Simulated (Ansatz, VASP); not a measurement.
One calculation of MgO, two programs

```
Mg O
1.0
     4.21494    0.00000    0.00000
     0.00000   -4.21494    0.00000
     0.00000    0.00000   -4.21494
Mg O
4 4
Cartesian
  -0.3748 -0.3748 0.0000
  2.1075 -2.1075 0.0000
  2.1075 0.0000 -2.1075
  0.0000 -2.1075 -2.1075
  2.1075 0.0000 0.0000
  0.0000 -2.1075 0.0000
  0.0000 0.0000 -2.1075
  2.1075 -2.1075 -2.1075
```

Alike in both runs: task single point; functional PBEsol; k mesh 6 × 6 × 6; occupations gaussian, width 0.05 eV; no spin polarisation.

|  | VASP | Ansatz |
| --- | --- | --- |
| version | VASP 6.6.1 | Ansatz 0.2.0 |
| potentials or method | VASP PAW PBE potentials, release 64 (Mg, O), cutoff 520 eV | scalar-relativistic, plane waves, PAW |
| valence electrons in the cell | 32 | 64 |

```csv
,VASP,Ansatz,Ansatz less VASP
gap on the k mesh at the Fermi level (eV),4.56,4.56,+0.002
least direct gap on the mesh (eV),4.56,4.56,+0.002
pressure (GPa),8.1,8.3,+0.21
"traceless stress, the component that is largest in VASP (GPa)",-7.88,-7.64,+0.242
rms of the force components (eV/Å),1.619,1.579,-0.0402
```

VASP's potentials were made for PBE, not for PBEsol, and Ansatz warns of the same on its side. Atom by atom the forces differ by 0.041 eV/Å (rms over components). VASP's potentials hold 32 valence electrons a cell and Ansatz's 64, so a difference there can come from the potentials and not from the codes.
